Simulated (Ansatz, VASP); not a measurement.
## Y: VASP beside Ansatz

File POSCAR:

```
Y
1.0
    0.0000000000      3.4997606529      3.4997606529
    3.4997606529      0.0000000000      3.4997606529
    3.4997606529      3.4997606529      0.0000000000
Y
2
Direct
    0.1250000000      0.1250000000      0.1250000000
    0.8750000000      0.8750000000      0.8750000000
```

The input INCAR.step1:

```
SYSTEM = Y
ALGO = Normal
EDIFF = 1E-4
ENCUT = 520
GGA = PE
ISMEAR = -1
LASPH = .True.
LCHARG = .False.
LREAL = .False.
LWAVE = .True.
NBANDS = 18
NELM = 60
PREC = Accurate
SIGMA = 0.1
```

The input INCAR.step2:

```
SYSTEM = Y
ALGO = Normal
EDIFF = 1E-6
ENCUT = 520
ISIF = 2
ISMEAR = -1
ISTART = 1
LASPH = .True.
LCHARG = .False.
LMIXTAU = .True.
LREAL = .False.
LWAVE = .False.
METAGGA = R2SCAN
NBANDS = 18
NELM = 60
PREC = Accurate
SIGMA = 0.1
```

Contents of KPOINTS:

```
k-points
0
Gamma
  9 9 9
  0 0 0
```

Input for Ansatz:

```yaml
crystal:
  lattice:
    - [0.0, 3.4997606529, 3.4997606529]
    - [3.4997606529, 0.0, 3.4997606529]
    - [3.4997606529, 3.4997606529, 0.0]
  atoms:
    - { symbol: "Y", position: [0.125, 0.125, 0.125] }
    - { symbol: "Y", position: [0.875, 0.875, 0.875] }
hamiltonian:
  xc: r2scan
  pseudopotentials:
    kind: paw
    azcp:
      "Y": "pseudopotentials/Y.paw.azcp"
basis:
  ecutwfc: 500
  fft_grid_basis: typed
kpoints:
  mp_grid: { grid: [9, 9, 9], shift: [0, 0, 0] }
magnetization:
  spin_polarized: false
scf:
  occupations: { method: fermi_dirac, width: 0.1 }
  lower_state_search: "off"
output:
  stress: true
  write_density: true
  write_potential: true
  elf: true
  volumetric_format: npy
```

Alike in both runs: task single point; functional r2SCAN; k mesh 9 × 9 × 9; occupations fermi-dirac, width 0.1 eV; no spin polarisation.

```csv
,VASP,Ansatz
version,VASP 6.6.1,Ansatz 0.2.0
potentials or method,"VASP PAW PBE potentials, release 64 (Y_sv), cutoff 520 eV","plane waves (500 eV) with PAW, scalar-relativistic"
valence electrons in the cell,22,22
```

Ansatz gave:

| Property | Result |
| --- | --- |
| pressure (GPa) | -0.4 |

Question: Which values does VASP return?

Answer: Pressure (GPa): -0.3.

VASP's potentials were made for PBE, not for r2SCAN.
